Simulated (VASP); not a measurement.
# HfSnSe4: single point with PBE

Crystal: HfSnSe4.

```
CELL_PARAMETERS angstrom
4.87723 0.00000 0.00000
-2.43861 4.22380 0.00000
0.00000 0.00000 10.35088
ATOMIC_POSITIONS crystal
Hf 0.00000 0.00000 0.00000
Sn 0.00000 0.00000 0.50000
Se 0.00000 0.00000 0.74354
Se 0.00000 0.00000 0.25646
Se 0.33333 0.66667 0.00000
Se 0.66667 0.33333 0.00000
```

| Quantity | Value |
| --- | --- |
| Program | VASP 6.6.1 |
| Task | single point |
| Functional | PBE |
| Potentials or basis | VASP PAW PBE potentials, release 64 (Hf_pv, Sn_d, Se) |
| Cutoff | 520 eV |
| k mesh | 6 × 6 × 2 |
| Occupations | gaussian, width 0.1 eV |
| Spin | no spin polarisation |
| Dipole correction | no |
| Further INCAR settings | ALGO = Normal; EDIFF = 1e-06; NBANDS = 33 |

```
Pressure               : -0.1 GPa
Largest force          : 0.033 eV/Å
Band gap on the k mesh : zero (band 24 reaches 1.65 eV, above the bottom of band 25 at 0.95 eV)
```

Forces in eV/Å, atoms in the order of the input:
```
Hf   0.000  0.000  0.000
Sn   0.000  0.000  0.000
Se   0.000  0.000  0.033
Se   0.000  0.000 -0.033
Se   0.000  0.000  0.000
Se   0.000  0.000  0.000
```

Stress tensor (GPa, compression positive):
```
-0.03  0.00  0.00
 0.00 -0.03  0.00
 0.00  0.00 -0.19
```

Levels at points of the mesh, in eV from the Fermi level:
```csv
k point,band 20,band 21,band 22,band 23,band 24,band 25,band 26,band 27,band 28,band 29
"(0.00, 0.00, 0.00)",-1.49,-1.25,-1.25,-0.25,-0.25,0.33,2.28,2.28,2.44,2.44
"(0.50, 0.00, 0.00)",-1.33,-1.20,-1.08,-1.02,-0.53,0.14,0.80,1.95,2.07,2.45
"(0.00, 0.00, 0.50)",-1.30,-1.30,0.04,0.04,0.32,0.33,1.37,1.37,3.14,3.27
"(0.50, 0.00, 0.50)",-1.47,-1.22,-1.08,-0.84,0.24,0.24,1.00,1.07,2.45,3.01
```

Wall time 3 min on 1 thread of AMD EPYC 7R43 64-Core Processor (Zen 3), with other jobs on the host, peak memory 0.32 GiB.

Caveat: spin-orbit coupling is left out, which moves the levels of the heavy elements.
